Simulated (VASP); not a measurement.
# Dy2Ti (F-43m) in VASP: single point with PBE

Aim: the single point of Dy2Ti with PBE.

Program: VASP 6.6.1. These are calculated values, not measurements. Logs are shortened: lines on timing, memory, paths and dates and some standing lists are left out, and cuts for length are marked.

### Step 1. The cell of the first run

The structure is cubic, space group F-43m (No. 216). The conventional cell has a = 7.159 Å, b = 7.159 Å, c = 7.159 Å, α = 90.00°, β = 90.00°, γ = 90.00°. Within 4.1 Å of Dy (site symmetry -43m) lie 4 Dy at 3.10 Å and 4 Ti at 3.10 Å. Dy (site symmetry -43m) has 4 Dy at 3.10 Å and 6 Ti at 3.58 Å within 4.1 Å. Within 4.1 Å of Ti (site symmetry -43m) lie 10 Dy at 3.10 to 3.58 Å.

The cell was generated, and may not be a known phase.

### Step 2. Single point, PBE

The input, INCAR:

```
ALGO = Normal
EDIFF = 1E-6
ENCUT = 500
GGA = PE
GGA_COMPAT = False
ISIF = 2
ISMEAR = 0
LASPH = True
LCHARG = True
LELF = True
LMAXMIX = 6
LREAL = False
LVHAR = True
LWAVE = False
NBANDS = 22
NELM = 200
PREC = Accurate
SIGMA = 0.2
```

The input, KPOINTS:

```
k-points
0
Gamma
  5 5 5
```

The input, POSCAR:

```
Dy2Ti
1.0
    0.0000000000      3.5795586081      3.5795586081
    3.5795586081      0.0000000000      3.5795586081
    3.5795586081      3.5795586081      0.0000000000
Dy Ti
2 1
Direct
    0.7500000000      0.7500000000      0.7500000000
    0.5000000000      0.5000000000      0.5000000000
    0.0000000000      0.0000000000      0.0000000000
```

Potentials or basis: VASP PAW PBE potentials, release 64 (Dy_3, Ti_sv), 4f in core.

Launch:

```sh
$ cat potpaw_PBE.64/Dy_3/POTCAR potpaw_PBE.64/Ti_sv/POTCAR > POTCAR
$ mpirun -np 1 vasp_std > vasp.out
```

OUTCAR:

```text
EDIFF = 1E-6
   ENCUT = 500
   GGA = PE
   ISIF = 2
   ISMEAR = 0
   LASPH = True
   LREAL = False
   NELM = 200
   PREC = Accurate

 ion  position               nearest neighbor table
   1  0.750  0.750  0.750-   2 3.10   2 3.10   2 3.10   2 3.10   3 3.10   3 3.10   3 3.10   3 3.10

   2  0.500  0.500  0.500-   1 3.10   1 3.10   1 3.10   1 3.10
   3  0.000  0.000  0.000-   1 3.10   1 3.10   1 3.10   1 3.10

  LATTYP: Found a face centered cubic cell.
 ALAT       =     7.1591172162

  Lattice vectors:

 A1 = (   0.0000000000,   3.5795586081,   3.5795586081)
 A2 = (   3.5795586081,   0.0000000000,   3.5795586081)
 A3 = (   3.5795586081,   3.5795586081,   0.0000000000)

Analysis of symmetry for initial positions (statically):
=====================================================================
 Subroutine PRICEL returns:
 Original cell was already a primitive cell.

 Routine SETGRP: Setting up the symmetry group for a
 face centered cubic supercell.

 Subroutine GETGRP returns: Found 24 space group operations
 (whereof 24 operations were pure point group operations)
 out of a pool of 48 trial point group operations.

The static configuration has the point symmetry T_d .

Analysis of symmetry for dynamics (positions and initial velocities):
=====================================================================
 Subroutine PRICEL returns:
 Original cell was already a primitive cell.

 Routine SETGRP: Setting up the symmetry group for a
 face centered cubic supercell.

 Subroutine GETGRP returns: Found 24 space group operations
 (whereof 24 operations were pure point group operations)
 out of a pool of 48 trial point group operations.

The dynamic configuration has the point symmetry T_d .

 Subroutine INISYM returns: Found 24 space group operations
 (whereof 24 operations are pure point group operations),
 and found     1 'primitive' translations

----------------------------------------------------------------------------------------

                                     Primitive cell

  volume of cell :      91.7315

  direct lattice vectors                    reciprocal lattice vectors
[... 66 lines left out ...]
   ISTART =      0    job   : 0-new  1-cont  2-samecut
   ICHARG =      2    charge: 1-file 2-atom 10-const
   ISPIN  =      1    spin polarized calculation?
   LNONCOLLINEAR =      F non collinear calculations
   LSORBIT =      F    spin-orbit coupling
   LASPH  =      T    aspherical Exc in radial PAW
   ENCUT  =  500.0 eV  36.75 Ry    6.06 a.u.   9.23  9.23  9.23*2*pi/ulx,y,z
   NELM   =    200;   NELMIN=  2; NELMDL= -5     # of ELM steps
   EDIFF  = 0.1E-05   stopping-criterion for ELM
   LREAL  =      F    real-space projection
   EDIFFG = 0.1E-04   stopping-criterion for IOM
   NSW    =      0    number of steps for IOM
   IBRION =     -1    ionic relax: 0-MD 1-quasi-New 2-CG
   NFREE  =      0    steps in history (QN), initial steepest desc. (CG)
   ISIF   =      2    stress and relaxation
   ISYM   =      2    0-nonsym 1-usesym 2-fastsym
   POTIM  = 0.5000    time-step for ionic-motion
   TEBEG  =    0.0;   TEEND  =   0.0 temperature during run
   PSTRESS=    0.0 pullay stress
   NELECT =      30.0000    total number of electrons
   NUPDOWN=      -1.0000    fix difference up-down
   EMIN   =  10.00;   EMAX   =-10.00  energy-range for DOS
   EFERMI =   0.00;   METHOD = LEGACY
   ISMEAR =     0;   SIGMA  =   0.20  broadening in eV -4-tet -1-fermi 0-gaus
   EFERMI_NEDOS =   21; number of points for ismear=-14 and -15
   IALGO  =     38    algorithm
   IMIX   =      4    mixing-type and parameters
     AMIX     =   0.40;   BMIX     =  1.00
     AMIX_MAG =   1.60;   BMIX_MAG =  1.00
  volume/ion in A,a.u.               =      30.58       206.34
  Fermi-wavevector in a.u.,A,eV,Ry     =   1.127913  2.131447 17.309179  1.272189
  Thomas-Fermi vector in A             =   2.264601
   LORBIT       =      0    0 simple, 1 ext, 2 COOP (PROOUT), +10 PAW based schemes
   GGA     = PE    functional components
   LHFCALC =     F    Hartree Fock is set to
   AEXX    =    0.0000 exact exchange contribution
   IVDW    =     0    specifies the selected vdW correction
   LEPSILON=     F    determine dielectric tensor
   LRPA    =     F    only Hartree local field effects (RPA)
 non-spin polarized calculation
 Gauss-broadening in eV      SIGMA  =   0.20
  energy-cutoff  :      500.00
  volume of cell :       91.73
 maximum number of plane-waves:      2345
 NGX is ok and might be reduce to    40
   NGX = 19   NGY = 19   NGZ = 19

 number of electron      30.0000002 magnetization

 Free energy of the ion-electron system (eV)
  ---------------------------------------------------
  ext. energy  EPLUGINS =         0.00000000
  ---------------------------------------------------
  free energy    TOTEN  =       -13.77773802 eV

  energy without entropy =      -13.64087783  energy(sigma->0) =      -13.70930792

 E-fermi :   3.1157     XC(G=0):  -9.5480

 val. band max:        2.9849629276   @ k =   0.2000   0.2000   0.0000
 cond. band min:       3.1639180206   @ k =  -0.4000   0.2000   0.0000
 fundamental gap:      0.1789550930
 Fermi energy:         3.1157338871

 k-point     1 :       0.0000    0.0000    0.0000
  band No.  band energies     occupation
      1     -54.0241      2.00000
      2     -30.2660      2.00000
      3     -30.2660      2.00000
      4     -30.2660      2.00000
      5     -20.3337      2.00000
      6     -20.3337      2.00000
[... 239 lines left out ...]
     21       5.1364      0.00000
     22       5.3770      0.00000

------------------------ aborting loop because EDIFF is reached ----------------------------------------

  FORCE on cell =-STRESS in cart. coord.  units (eV):
  Direction    XX          YY          ZZ          XY          YZ          ZX
  --------------------------------------------------------------------------------------
  -------------------------------------------------------------------------------------
  Total        0.0083078      0.0083078      0.0083078      0.0000000      0.0000000      0.0000000
  in kB        0.1451039      0.1451039      0.1451039      0.0000000      0.0000000      0.0000000
  external PRESSURE =       0.1451039 kB  Pullay stress =       0.0000000 kB

 VOLUME and BASIS-vectors are now :
 -----------------------------------------------------------------------------
  energy-cutoff  :      500.00
  volume of cell :       91.73
      direct lattice vectors                 reciprocal lattice vectors
     0.000000000  3.579558608  3.579558608    -0.139682026  0.139682026  0.139682026
     3.579558608  0.000000000  3.579558608     0.139682026 -0.139682026  0.139682026
     3.579558608  3.579558608  0.000000000     0.139682026  0.139682026 -0.139682026

 POSITION                                       TOTAL-FORCE (eV/Angst)
 -----------------------------------------------------------------------------------
      5.36934      5.36934      5.36934         0.000000      0.000000      0.000000
      3.57956      3.57956      3.57956        -0.000000     -0.000000     -0.000000
      0.00000      0.00000      0.00000        -0.000000     -0.000000     -0.000000
 -----------------------------------------------------------------------------------
    total drift:                               -0.000000     -0.000000     -0.000000

  FREE ENERGIE OF THE ION-ELECTRON SYSTEM (eV)
  ---------------------------------------------------
  free  energy   TOTEN  =       -13.7777380189 eV

  energy  without entropy=      -13.6408778263  energy(sigma->0) =      -13.70930792
```

OSZICAR:

```text
N       E                     dE             d eps       ncg     rms          rms(c)
DAV:   1     0.207800381734E+03    0.20780E+03   -0.14037E+04   440   0.128E+03
DAV:   2     0.207893460928E+01   -0.20572E+03   -0.20021E+03   440   0.398E+02
DAV:   3    -0.159380202682E+02   -0.18017E+02   -0.16787E+02   800   0.875E+01
DAV:   4    -0.169330595239E+02   -0.99504E+00   -0.96580E+00   610   0.159E+01
DAV:   5    -0.169675015547E+02   -0.34442E-01   -0.34369E-01   658   0.329E+00    0.246E+01
DAV:   6    -0.208412171087E+02   -0.38737E+01   -0.61457E+01   608   0.342E+01    0.281E+01
DAV:   7    -0.147464426997E+02    0.60948E+01   -0.77511E+01   608   0.378E+01    0.127E+01
DAV:   8    -0.137807360086E+02    0.96571E+00   -0.37717E+00   528   0.109E+01    0.537E+00
DAV:   9    -0.139257340751E+02   -0.14500E+00   -0.20463E+00   698   0.654E+00    0.394E+00
DAV:  10    -0.138005629912E+02    0.12517E+00   -0.11980E+00   676   0.482E+00    0.106E+00
DAV:  11    -0.137816537979E+02    0.18909E-01   -0.17069E-01   652   0.188E+00    0.718E-01
DAV:  12    -0.137778985905E+02    0.37552E-02   -0.15309E-02   598   0.732E-01    0.222E-01
DAV:  13    -0.137777544239E+02    0.14417E-03   -0.25548E-03   664   0.234E-01    0.619E-02
DAV:  14    -0.137777389306E+02    0.15493E-04   -0.12938E-04   610   0.765E-02    0.259E-02
DAV:  15    -0.137777391589E+02   -0.22825E-06   -0.15411E-05   634   0.315E-02    0.166E-02
DAV:  16    -0.137777379727E+02    0.11862E-05   -0.54759E-06   584   0.176E-02    0.372E-03
DAV:  17    -0.137777380189E+02   -0.46196E-07   -0.43221E-07   280   0.547E-03
   1 F= -.13777738E+02 E0= -.13709308E+02  d E =-.136860E+00
```

stdout:

```text
POSCAR found type information on POSCAR DyTi
 POSCAR found :  2 types and       3 ions
 scaLAPACK will be used
 LDA part: xc-table for (Slater+PW92), standard interpolation
 POSCAR, INCAR and KPOINTS ok, starting setup
 FFT: planning ... GRIDC
 FFT: planning ... GRID_SOFT
 FFT: planning ... GRID
 WAVECAR not read
 entering main loop
```

Wall time 84 s (1 thread of Intel Xeon 8259CL, shared host); peak memory 0.24 GiB.

Results:

```
Free energy            : -13.7777 eV
Pressure               : 0.0 GPa
Band gap on the k mesh : zero (bands 15 and 16 overlap by 0.04 eV)
```

Caveat: spin-orbit coupling is left out, which moves the levels of the heavy elements; the 4f electrons are frozen in the core, so they carry no moment and show no levels. Spin polarisation is off, so any magnetic state and its effect on volume and gap are missing.

The gap in the log of VASP goes by the Fermi energy; the results here count the filled bands.